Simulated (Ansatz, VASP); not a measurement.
Sb: VASP beside Ansatz

```xyz
1
Lattice="-1.8713 1.8713 1.8713 1.8713 -1.8713 1.8713 1.8713 1.8713 -1.8713" Properties=species:S:1:pos:R:3 pbc="T T T"
Sb    0.0000    0.0000    0.0000
```

Alike in both runs: functional PBEsol; k mesh 8 × 8 × 8; occupations fermi-dirac, width 0.05 eV; no spin polarisation.

|  | VASP | Ansatz |
| --- | --- | --- |
| version | VASP 6.6.1 | Ansatz 0.2.0 |
| potentials or method | VASP PAW PBE potentials, release 64 (Sb) | Ansatz PAW |
| plane-wave cutoff (eV) | 520 | 420 |
| valence electrons in the cell | 5 | 15 |
| task | single point | density of states |

```csv
,VASP,Ansatz,Ansatz less VASP
gap on the k mesh at the Fermi level (eV),none,none,-
pressure (GPa),-1.0,-1.0,+0.02
```

VASP's potentials were made for PBE, not for PBEsol. A gap of «none» marks a metal or a gap that the smearing closes. VASP's potentials hold 5 valence electrons a cell and Ansatz's 15, so a difference there can come from the potentials and not from the codes.

Spin-orbit coupling is off throughout.
